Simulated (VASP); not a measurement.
Runs of VASP 6.6.1 on TiN. The structure is that of space group Fm-3m (No. 225), or close to it. The cells are those of the table. 

```csv
task,cell,k mesh,cutoff (eV),smearing,gap on the mesh (eV),pressure (GPa),relaxed volume (Å³/atom)
single point,"a = 2.950 Å, angles 60.0°, 2 atoms",8 × 8 × 8,520,gaussian 0.1 eV,none,1.1,-
single point,"a = 2.950 Å, angles 60.0°, 2 atoms",14 × 14 × 14,520,gaussian 0.1 eV,none,1.0,-
relaxation of cell and atoms,"relaxed from a = 2.950 Å, angles 60.0°, 2 atoms",16 × 16 × 16,600,fermi-dirac 0.15 eV,none,0.0,(a)
single point,"a = 2.999 Å, angles 60.0°, 2 atoms",8 × 8 × 8,520,gaussian 0.1 eV,none,-13.2,-
single point,"a = 2.951 Å, angles 60.0°, 2 atoms",16 × 16 × 16,520,fermi-dirac 0.15 eV,none,1.0,-
relaxation of cell and atoms,"relaxed from a = 2.999 Å, angles 60.0°, 2 atoms",8 × 8 × 8,600,gaussian 0.1 eV,none,-0.3,9.12
```

Alike in all rows: level LDA; potentials or basis VASP PAW LDA potentials, release 64 (Ti_sv, N); no spin polarisation.

Estimate the missing entries.

(a) 9.11.

Caveats: the cell stands under tension (at least some runs).

A gap of «none» marks levels without a gap at the run's occupations.
